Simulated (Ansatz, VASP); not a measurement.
Se: VASP beside Ansatz

The input INCAR:

```
  PREC = Accurate
  ENCUT = 520
  EDIFF = 1E-7
  ISMEAR = -1
  SIGMA = 0.05
  LREAL = F
  LASPH = T
  NELM = 60
  ALGO = Normal
  ISIF = 2
  LWAVE = F
  LCHARG = F
  GGA = PE
  NBANDS = 16
```

The input KPOINTS:

```
Automatic mesh
0
Gamma
  6 6 5
```

POSCAR

```
Se
1.0
    4.3662000000      0.0000000000      0.0000000000
   -2.1831000000      3.7812401180      0.0000000000
    0.0000000000      0.0000000000      4.7554560000
Se
3
Direct
    0.7746000000      0.7746000000      0.0000000000
    0.0000000000      0.2254000000      0.6666666667
    0.2254000000      0.0000000000      0.3333333333
```

Contents of input.yaml:

```yaml
crystal:
  lattice:
    - [4.3662, 0.0, 0.0]
    - [-2.1831, 3.781240118, 0.0]
    - [0.0, 0.0, 4.755456]
  atoms:
    - { symbol: Se, position: [0.7746, 0.7746, 0.0] }
    - { symbol: Se, position: [0.0, 0.2254, 0.6666666667] }
    - { symbol: Se, position: [0.2254, 0.0, 0.3333333333] }
hamiltonian:
  xc: pbe
  pseudopotentials: { kind: paw }
kpoints:
  mp_grid: { grid: [6, 6, 5] }
  band_path:
    path:
      - [[0.0, 0.0, 0.0], [0.5, 0.0, 0.0], [0.3333333333, 0.3333333333, 0.0], [0.0, 0.0, 0.0], [0.0, 0.0, 0.5], [0.5, 0.0, 0.5], [0.3333333333, 0.3333333333, 0.5], [0.0, 0.0, 0.5]]
      - [[0.5, 0.0, 0.5], [0.5, 0.0, 0.0]]
      - [[0.3333333333, 0.3333333333, 0.0], [0.3333333333, 0.3333333333, 0.5]]
    npoints: 14
scf:
  occupations: { method: fermi_dirac, width: 0.05 }
  n_extra_bands: 7
output:
  forces: true
  stress: true
  eigenvalues: true
  fatbands: true
  write_density: true
  write_potential: true
  elf: true
  volumetric_format: npy
```

Alike in both runs: functional PBE; k mesh 6 × 6 × 5; occupations fermi-dirac, width 0.05 eV; no spin polarisation.

```csv
,VASP,Ansatz
version,VASP 6.6.1,Ansatz 0.2.0
potentials or method,"VASP PAW PBE potentials, release 64 (Se)",Ansatz PAW
plane-wave cutoff (eV),520,420
valence electrons in the cell,18,48
task,single point,band structure
```

Ansatz gave:

```
gap on the k mesh at the Fermi level (eV)                     : 1.22
least direct gap on the mesh (eV)                             : 1.79
pressure (GPa)                                                : 6.5
traceless stress, the component that is largest in VASP (GPa) : 3.19
rms of the force components (eV/Å)                            : 0.549
```

**Question.** Which values does VASP return?

**Answer.** gap on the k mesh at the Fermi level (eV): 1.22; least direct gap on the mesh (eV): 1.78; pressure (GPa): 6.7; traceless stress, the component that is largest in VASP (GPa): 3.24; rms of the force components (eV/Å): 0.574.

Atom by atom the forces differ by 0.026 eV/Å (rms over components). The functional is the same, so the differences come from potentials, cutoffs and numerics. VASP's potentials hold 18 valence electrons a cell and Ansatz's 48, so a difference there can come from the potentials and not from the codes.

Noted on Ansatz's run: the k mesh misses the band edges, so the gap on the mesh is wider than the one along the path.
